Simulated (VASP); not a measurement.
Wanted: the native input for a VASP 6.6.1 run.

* Task: single point
* Functional: PBEsol
* Potentials or basis: VASP PAW PBE potentials, release 64 (C)
* Cutoff: 520 eV
* k mesh: 12 × 12 × 12
* Occupations: gaussian, width 0.05 eV
* Spin: no spin polarisation
* Dipole correction: no
* Further INCAR settings: ALGO = Normal; EDIFF = 1e-06; NBANDS = 31

The structure of C lies in POSCAR:

```
C
1.0
    1.2533969503      0.7236490667      9.7660333333
   -1.2533969503      0.7236490667      9.7660333333
    0.0000000000     -1.4472981334      9.7660333333
C
10
Direct
    0.0248220069      0.0248220069      0.0248220069
    0.9751779931      0.9751779931      0.9751779931
    0.1086877374      0.1086877374      0.1086877374
    0.8913122626      0.8913122626      0.8913122626
    0.1583652898      0.1583652898      0.1583652898
    0.8416347102      0.8416347102      0.8416347102
    0.3748635523      0.3748635523      0.3748635523
    0.6251364477      0.6251364477      0.6251364477
    0.4253181912      0.4253181912      0.4253181912
    0.5746818088      0.5746818088      0.5746818088
```

One way to write it, as run:

INCAR

```
ALGO = Normal
EDIFF = 1E-6
ENCUT = 520
GGA = PS
ISIF = 2
ISMEAR = 0
LASPH = T
LCHARG = T
LELF = T
LREAL = F
LVHAR = T
LWAVE = F
NBANDS = 31
NELM = 100
PREC = Accurate
SIGMA = 0.05
```

KPOINTS

```
k-points
0
Gamma
  12 12 12
```

Potentials or basis: VASP PAW PBE potentials, release 64 (C).

The run is started by

```bash
$ cat potpaw_PBE.64/C/POTCAR > POTCAR
$ mpirun -np 1 vasp_std > vasp.out
```

It gave:

The pressure is 30.9 GPa, the largest force is 0.677 eV/Å and the band gap on the k mesh is 3.81 eV (least direct gap 4.77 eV).

Caveat: the cell stands under pressure; the PAW data sets were made with another functional, which shifts forces and pressure a little.

Wall time 45 min on 1 thread of AMD EPYC 9R45 96-Core Processor (Zen 5), with other jobs on the host, peak memory 0.92 GiB.
